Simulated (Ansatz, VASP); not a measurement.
BeAs: VASP beside Ansatz

```xyz
2
Lattice="3.0774 0.0000 0.0000 0.0000 3.0774 0.0000 0.0000 0.0000 3.0774" Properties=species:S:1:pos:R:3 pbc="T T T"
Be    0.0000    0.0000    0.0000
As    1.5387    1.5387    1.5387
```

Alike in both runs: task relaxation of cell and atoms; functional PBE; k mesh 18 × 18 × 18; occupations gaussian, width 0.1 eV; no spin polarisation.

|  | VASP | Ansatz |
| --- | --- | --- |
| version | VASP 6.6.1 | Ansatz 0.2.0 |
| potentials or method | VASP PAW PBE potentials, release 64 (Be, As), cutoff 600 eV | scalar-relativistic, plane waves, PAW |
| valence electrons in the cell | 7 | 17 |

```csv
,VASP,Ansatz,Ansatz less VASP
"gap on the k mesh at the Fermi level, each at its own relaxed structure (eV)",none,none,-
relaxed volume (Å³/atom),14.07,14.05,-0.027
relaxed length of the cell vector where the two differ most in proportion (Å),3.042,3.040,-0.0019
```

A gap of «none» marks a metal or a gap that the smearing closes. VASP's potentials hold 7 valence electrons a cell and Ansatz's 17, so a difference there can come from the potentials and not from the codes.

Noted on VASP's run: too few bands were computed for a metal, which touches its energy and stress.
